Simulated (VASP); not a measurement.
# Al: relaxation of cell and atoms with PBEsol+D3(BJ)

Al:

```
Al
1.0
     2.78105    0.00000    0.00000
    -1.39052    2.40846    0.00000
     0.00000    0.00000    4.63257
Al
2
Direct
  0.66667 0.33333 0.75000
  0.33333 0.66667 0.25000
```

| Property | Result |
| --- | --- |
| Program | VASP 6.6.1 |
| Task | relaxation of cell and atoms |
| Functional | PBEsol |
| Dispersion | D3(BJ) |
| Potentials or basis | VASP PAW PBE potentials, release 64 (Al) |
| Cutoff | 600 eV |
| k mesh | 18 × 18 × 10 |
| Occupations | gaussian, width 0.1 eV |
| Spin | no spin polarisation |
| Target pressure | 1 GPa |
| Dipole correction | no |
| Further INCAR settings | ALGO = Normal; EDIFF = 1e-06; IBRION = 2; EDIFFG = -0.008; NSW = 70; ISIF = 3 |

| Quantity | Value |
| --- | --- |
| Pressure after relaxing | 1.0 GPa |
| Band gap on the k mesh | zero (band 3 reaches 12.69 eV, above the bottom of band 4 at 5.36 eV) |
| Dispersion energy per atom | -0.338 eV |

Final structure:
```
Al
1.0
     2.78105    0.00000    0.00000
    -1.39052    2.40846    0.00000
     0.00000    0.00000    4.63257
Al
2
Cartesian
  1.3905 0.8028 3.4744
  0.0000 1.6056 1.1581
```

Levels at points of the mesh, in eV from the Fermi level:
```csv
k point,band 1,band 2,band 3,band 4,band 5,band 6,band 7
"(0.00, 0.00, 0.00)",-11.56,-4.94,-4.71,11.42,11.42,11.57,11.57
"(0.50, 0.00, 0.00)",-5.38,-5.31,0.60,1.07,1.39,1.79,6.14
"(0.00, 0.00, 0.50)",-9.84,-9.84,3.19,3.19,12.44,12.44,12.44
"(0.50, 0.00, 0.50)",-4.08,-4.08,-3.24,-3.24,7.59,7.59,7.69
```

Wall time 17 s on 1 thread of Intel(R) Xeon(R) 6975P-C (Granite Rapids), with other jobs on the host, peak memory 0.19 GiB.

Caveat: the relaxation stopped at its first step, so nothing moved; the cell is relaxed towards a set pressure, so the enthalpy falls and the energy may rise; the PAW data sets were made with another functional, which shifts forces and pressure a little; pairwise dispersion overbinds metals, which lowers pressure and volume.
